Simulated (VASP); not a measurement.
# TiH3 (P6_3/mmc) in VASP: further runs

The runs below take TiH3 through single point, relaxation of cell and atoms, with PBE.

Everything below comes from runs of VASP 6.6.1. Logs are shortened: lines on timing, memory, paths and dates and some standing lists are left out, and cuts for length are marked.

### 1 The cell of the first run

The structure is hexagonal, space group P6_3/mmc (No. 194). The conventional cell has a = 3.167 Å, b = 3.167 Å, c = 5.585 Å, α = 90.00°, β = 90.00°, γ = 120.00°. Ti (site symmetry -6m2) has 11 H at 1.83 to 2.03 Å within 2.4 Å. H (site symmetry 3m) has 7 H at 1.74 to 2.11 Å and 4 Ti at 1.92 to 2.03 Å within 2.3 Å. Within 2.4 Å of H (site symmetry -6m2) lie 3 Ti at 1.83 Å and 6 H at 2.03 Å.

### 2 Single point, PBE

File INCAR:

```
ALGO     = Normal         # electronic algorithm
EDIFF    = 1E-7           # SCF threshold, eV
ENCUT    = 520            # plane-wave cutoff, eV
GGA      = PE             # functional
ISIF     = 2              # what is computed and relaxed
ISMEAR   = 0              # smearing method
LASPH    = True           # aspherical terms in the spheres
LCHARG   = True           # write CHGCAR
LELF     = True           # ELF
LREAL    = False          # projectors in reciprocal space
LVHAR    = True         
LWAVE    = False          # write WAVECAR
NBANDS   = 25             # bands
NELM     = 80             # most SCF steps
PREC     = Accurate       # precision mode
SIGMA    = 0.1            # smearing width, eV
```

File KPOINTS:

```
k-points
0
Gamma
  6 6 4
```

File POSCAR:

```
TiH3
1.0
    3.1670151736     -0.0000000026      0.0000000000
   -1.5835075846      2.7427155958      0.0000000000
    0.0000000000      0.0000000000      5.5852251352
Ti H
2 6
Direct
    0.3333333333      0.6666666667      0.2500000000
    0.6666666667      0.3333333333      0.7500000000
    0.3333333333      0.6666666667      0.5939703067
    0.3333333333      0.6666666667      0.9060296933
    0.6666666667      0.3333333333      0.4060296933
    0.6666666667      0.3333333333      0.0939703067
    0.0000000000      0.0000000000      0.2500000000
    0.0000000000      0.0000000000      0.7500000000
```

Potentials or basis: VASP PAW PBE potentials, release 64 (Ti_sv, H).

Started as:

```
> cat potpaw_PBE.64/Ti_sv/POTCAR potpaw_PBE.64/H/POTCAR > POTCAR
> mpirun -np 1 vasp_std > vasp.out
```

OUTCAR:

```text
EDIFF = 1E-7
   ENCUT = 520
   GGA = PE
   ISIF = 2
   ISMEAR = 0
   LASPH = True
   LREAL = False
   NELM = 80
   PREC = Accurate

 ion  position               nearest neighbor table
   1  0.333  0.667  0.250-   7 1.83   7 1.83   7 1.83
   2  0.667  0.333  0.750-   8 1.83   8 1.83   8 1.83
   3  0.333  0.667  0.594-
   4  0.333  0.667  0.906-
   5  0.667  0.333  0.406-
   6  0.667  0.333  0.094-
   7  0.000  0.000  0.250-   1 1.83   1 1.83   1 1.83
   8  0.000  0.000  0.750-   2 1.83   2 1.83   2 1.83

  LATTYP: Found a hexagonal cell.
 ALAT       =     3.1670151736
 C/A-ratio  =     1.7635612174

  Lattice vectors:

 A1 = (   3.1670151736,  -0.0000000026,   0.0000000000)
 A2 = (  -1.5835075846,   2.7427155958,   0.0000000000)
 A3 = (   0.0000000000,   0.0000000000,   5.5852251352)

Analysis of symmetry for initial positions (statically):
=====================================================================
 Subroutine PRICEL returns:
 Original cell was already a primitive cell.

 Routine SETGRP: Setting up the symmetry group for a
 hexagonal supercell.

 Subroutine GETGRP returns: Found 24 space group operations
 (whereof 12 operations were pure point group operations)
 out of a pool of 24 trial point group operations.

The static configuration has the point symmetry D_3d.
 The point group associated with its full space group is D_6h.

Analysis of symmetry for dynamics (positions and initial velocities):
=====================================================================
 Subroutine PRICEL returns:
 Original cell was already a primitive cell.

 Routine SETGRP: Setting up the symmetry group for a
 hexagonal supercell.

 Subroutine GETGRP returns: Found 24 space group operations
 (whereof 12 operations were pure point group operations)
 out of a pool of 24 trial point group operations.

The dynamic configuration has the point symmetry D_3d.
 The point group associated with its full space group is D_6h.

 Subroutine INISYM returns: Found 24 space group operations
 (whereof 12 operations are pure point group operations),
 and found     1 'primitive' translations

----------------------------------------------------------------------------------------

[... 102 lines left out ...]
   EDIFFG = 0.1E-05   stopping-criterion for IOM
   NSW    =      0    number of steps for IOM
   IBRION =     -1    ionic relax: 0-MD 1-quasi-New 2-CG
   NFREE  =      0    steps in history (QN), initial steepest desc. (CG)
   ISIF   =      2    stress and relaxation
   ISYM   =      2    0-nonsym 1-usesym 2-fastsym
   POTIM  = 0.5000    time-step for ionic-motion
   TEBEG  =    0.0;   TEEND  =   0.0 temperature during run
   PSTRESS=    0.0 pullay stress
   NELECT =      30.0000    total number of electrons
   NUPDOWN=      -1.0000    fix difference up-down
   EMIN   =  10.00;   EMAX   =-10.00  energy-range for DOS
   EFERMI =   0.00;   METHOD = LEGACY
   ISMEAR =     0;   SIGMA  =   0.10  broadening in eV -4-tet -1-fermi 0-gaus
   EFERMI_NEDOS =   21; number of points for ismear=-14 and -15
   IALGO  =     38    algorithm
   IMIX   =      4    mixing-type and parameters
     AMIX     =   0.40;   BMIX     =  1.00
     AMIX_MAG =   1.60;   BMIX_MAG =  1.00
  volume/ion in A,a.u.               =       6.06        40.92
  Fermi-wavevector in a.u.,A,eV,Ry     =   1.394734  2.635665 26.467180  1.945283
  Thomas-Fermi vector in A             =   2.518254
   LORBIT       =      0    0 simple, 1 ext, 2 COOP (PROOUT), +10 PAW based schemes
   GGA     = PE    functional components
   LHFCALC =     F    Hartree Fock is set to
   AEXX    =    0.0000 exact exchange contribution
   IVDW    =     0    specifies the selected vdW correction
   LEPSILON=     F    determine dielectric tensor
   LRPA    =     F    only Hartree local field effects (RPA)
 non-spin polarized calculation
 Gauss-broadening in eV      SIGMA  =   0.10
  energy-cutoff  :      520.00
  volume of cell :       48.51
 maximum number of plane-waves:      1320
 NGX is ok and might be reduce to    24
   NGX = 11   NGY = 11   NGZ = 21

 number of electron      30.0000006 magnetization

 Free energy of the ion-electron system (eV)
  ---------------------------------------------------
  ext. energy  EPLUGINS =         0.00000000
  ---------------------------------------------------
  free energy    TOTEN  =       -38.21423581 eV

  energy without entropy =      -38.19238323  energy(sigma->0) =      -38.20330952

 E-fermi :   7.4975     XC(G=0): -11.5071

 val. band max:        7.4926184706   @ k =   0.3333  -0.0000   0.0000
 cond. band min:       7.5076806660   @ k =   0.5000   0.0000   0.2500
 fundamental gap:      0.0150621954
 Fermi energy:         7.4974688982

 k-point     1 :       0.0000    0.0000    0.0000
  band No.  band energies     occupation
      1     -50.0189      2.00000
      2     -49.9930      2.00000
      3     -26.4569      2.00000
      4     -26.2237      2.00000
      5     -26.1501      2.00000
      6     -26.1501      2.00000
[... 577 lines left out ...]
     24      11.4753      0.00000
     25      15.8409      0.00000

------------------------ aborting loop because EDIFF is reached ----------------------------------------

  FORCE on cell =-STRESS in cart. coord.  units (eV):
  Direction    XX          YY          ZZ          XY          YZ          ZX
  --------------------------------------------------------------------------------------
  -------------------------------------------------------------------------------------
  Total       -0.0674839     -0.0674839     -0.0912858      0.0000000      0.0000000      0.0000000
  in kB       -2.2286373     -2.2286373     -3.0146874      0.0000000      0.0000000      0.0000000
  external PRESSURE =      -2.4906540 kB  Pullay stress =       0.0000000 kB

 VOLUME and BASIS-vectors are now :
 -----------------------------------------------------------------------------
  energy-cutoff  :      520.00
  volume of cell :       48.51
      direct lattice vectors                 reciprocal lattice vectors
     3.167015174 -0.000000003  0.000000000     0.315754724  0.182301074  0.000000000
    -1.583507585  2.742715596  0.000000000     0.000000000  0.364602149  0.000000000
     0.000000000  0.000000000  5.585225135     0.000000000  0.000000000  0.179043812

 POSITION                                       TOTAL-FORCE (eV/Angst)
 -----------------------------------------------------------------------------------
      0.00000      1.82848      1.39631         0.000000     -0.000000      0.000000
      1.58351      0.91424      4.18892        -0.000000      0.000000      0.000000
      0.00000      1.82848      3.31746         0.000000     -0.000000     -0.001060
      0.00000      1.82848      5.06038        -0.000000     -0.000000      0.001060
      1.58351      0.91424      2.26777         0.000000      0.000000      0.001060
      1.58351      0.91424      0.52485        -0.000000      0.000000     -0.001060
      0.00000      0.00000      1.39631         0.000000     -0.000000      0.000000
      0.00000      0.00000      4.18892        -0.000000      0.000000      0.000000
 -----------------------------------------------------------------------------------
    total drift:                               -0.000000      0.000000     -0.000000

  FREE ENERGIE OF THE ION-ELECTRON SYSTEM (eV)
  ---------------------------------------------------
  free  energy   TOTEN  =       -38.2142358104 eV

  energy  without entropy=      -38.1923832251  energy(sigma->0) =      -38.20330952
```

OSZICAR:

```text
N       E                     dE             d eps       ncg     rms          rms(c)
DAV:   1     0.319746913610E+03    0.31975E+03   -0.15019E+04  1050   0.142E+03
DAV:   2    -0.914614137818E+01   -0.32889E+03   -0.31702E+03  1091   0.428E+02
DAV:   3    -0.420423086560E+02   -0.32896E+02   -0.32422E+02  1792   0.118E+02
DAV:   4    -0.441418879584E+02   -0.20996E+01   -0.20925E+01  1393   0.267E+01
DAV:   5    -0.442240480973E+02   -0.82160E-01   -0.82152E-01  1471   0.413E+00    0.212E+01
DAV:   6    -0.382402340302E+02    0.59838E+01   -0.13959E+01  1224   0.405E+01    0.360E+00
DAV:   7    -0.382215279990E+02    0.18706E-01   -0.15440E+00  1336   0.774E+00    0.287E+00
DAV:   8    -0.382091345669E+02    0.12393E-01   -0.78763E-02  1398   0.231E+00    0.141E+00
DAV:   9    -0.382138834859E+02   -0.47489E-02   -0.18716E-02  1462   0.117E+00    0.238E-01
DAV:  10    -0.382141669472E+02   -0.28346E-03   -0.95231E-04  1360   0.214E-01    0.107E-01
DAV:  11    -0.382142452607E+02   -0.78314E-04   -0.11374E-04  1345   0.823E-02    0.191E-02
DAV:  12    -0.382142357178E+02    0.95429E-05   -0.22734E-05  1344   0.486E-02    0.987E-03
DAV:  13    -0.382142358104E+02   -0.92567E-07   -0.88649E-07  1170   0.878E-03
   1 F= -.38214236E+02 E0= -.38203310E+02  d E =-.218526E-01
```

stdout:

```text
POSCAR found type information on POSCAR TiH
 POSCAR found :  2 types and       8 ions
 scaLAPACK will be used
 LDA part: xc-table for (Slater+PW92), standard interpolation
 POSCAR, INCAR and KPOINTS ok, starting setup
 FFT: planning ... GRIDC
 FFT: planning ... GRID_SOFT
 FFT: planning ... GRID
 WAVECAR not read
 entering main loop
```

Wall time 10 s (1 thread of Intel Xeon 6975P-C (Granite Rapids), shared host); peak memory 0.16 GiB.

Results:

| Item | Value |
| --- | --- |
| Free energy | -38.2142 eV |
| Pressure | -0.2 GPa |
| Band gap on the k mesh | zero (band 15 reaches 8.07 eV, above the bottom of band 16 at 6.96 eV) |

Levels at points of the mesh, in eV from the Fermi level:
```csv
k point,band 12,band 13,band 14,band 15,band 16,band 17,band 18,band 19
"(0.00, 0.00, 0.00)",-3.14,-0.50,-0.50,-0.27,-0.27,0.71,0.71,0.73
"(0.50, 0.00, 0.00)",-5.04,-4.73,-4.43,-0.19,0.93,1.70,1.76,1.85
"(0.00, 0.00, 0.50)",-4.78,-0.49,-0.49,-0.49,-0.49,0.89,0.89,1.29
"(0.50, 0.00, 0.50)",-6.22,-4.74,-4.74,0.57,0.57,1.16,1.16,1.91
```

Caveat: the k points lie up to 0.38 Å⁻¹ apart.

(Continued in part 2 of 2.)
